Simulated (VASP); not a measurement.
The system is Yb.

```
Yb
1.0
     0.00000    2.61516    2.61516
     2.61516    0.00000    2.61516
     2.61516    2.61516    0.00000
Yb
1
Direct
  0.00000 0.00000 0.00000
```

Base run:

```yaml
Program: VASP 6.6.1
Functional: PBE
Potentials_or_basis: VASP PAW PBE potentials, release 64 (Yb)
Cutoff: 520 eV
k_mesh: 10 × 10 × 10
Occupations: fermi-dirac, width 0.6 eV
Spin: no spin polarisation
```

Its results: pressure 0.2 GPa.

Q: After a change of settings the same cell gave: pressure -0.4 GPa. Which change was it?
A. k mesh from 10 × 10 × 10 to 8 × 8 × 8; occupations from fermi-dirac, width 0.6 eV to fermi-dirac, width 0.1 eV
B. occupations from fermi-dirac, width 0.6 eV to fermi-dirac, width 0.2 eV
C. occupations from fermi-dirac, width 0.6 eV to fermi-dirac, width 1 eV

A: B.
